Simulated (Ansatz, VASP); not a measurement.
# InP: VASP beside Ansatz

Contents of POSCAR:

```
InP
1.0
    0.0000000000      2.9744575000      2.8425850000
    2.9744575000      0.0000000000      2.8425850000
    2.9744575000      2.9744575000      0.0000000000
In P
1 1
Direct
    0.0000000000      0.0000000000      0.0000000000
    0.7500000000      0.7500000000      0.7500000000
```

The input INCAR.step1:

```
PREC = Accurate
ENCUT = 520
ISMEAR = 0
SIGMA = 0.05
LREAL = False
LASPH = True
NELM = 80
NBANDS = 16
GGA = PE
ALGO = Normal
EDIFF = 1E-4
LWAVE = True
LCHARG = False
```

File INCAR.step2:

```
PREC = Accurate
ENCUT = 520
EDIFF = 1E-7
ISMEAR = 0
SIGMA = 0.05
LREAL = False
LASPH = True
NELM = 80
ALGO = Normal
ISIF = 2
LWAVE = False
LCHARG = True
METAGGA = R2SCAN
LMIXTAU = True
LELF = True
LVHAR = True
NBANDS = 16
ISTART = 1
```

KPOINTS

```
regular mesh
0
Gamma
  8 8 8
```

Input for Ansatz:

```yaml
crystal:
  lattice:
    - [0.0, 2.9744575, 2.842585]
    - [2.9744575, 0.0, 2.842585]
    - [2.9744575, 2.9744575, 0.0]
  atoms:
    - { symbol: In, position: [0.0, 0.0, 0.0] }
    - { symbol: P, position: [0.75, 0.75, 0.75] }
basis:
  ecutwfc: 500
kpoints:
  mp_grid: { grid: [8, 8, 8] }
hamiltonian:
  xc: r2scan
scf:
  occupations: { method: gaussian, width: 0.05 }
output:
  forces: true
  stress: true
  eigenvalues: true
```

Change from the starting cell: strain +0.015 along x and y, -0.030 along z, atoms carried along.

Alike in both runs: task single point; functional r2SCAN; k mesh 8 × 8 × 8; occupations gaussian, width 0.05 eV; no spin polarisation.

```csv
,VASP,Ansatz
version,VASP 6.6.1,Ansatz 0.2.0
potentials or method,"VASP PAW PBE potentials, release 64 (In_d, P), cutoff 520 eV","scalar-relativistic, plane waves, PAW"
valence electrons in the cell,18,18
```

VASP gave:

```
gap on the k mesh at the Fermi level (eV)                     : 1.03
least direct gap on the mesh (eV)                             : 1.03
pressure (GPa)                                                : 1.6
traceless stress, the component that is largest in VASP (GPa) : 1.21
```

Task: What did Ansatz give for the same quantities?

Result: gap on the k mesh at the Fermi level (eV): 1.02; least direct gap on the mesh (eV): 1.02; pressure (GPa): 1.7; traceless stress, the component that is largest in VASP (GPa): 1.20.

VASP's potentials were made for PBE, not for r2SCAN.
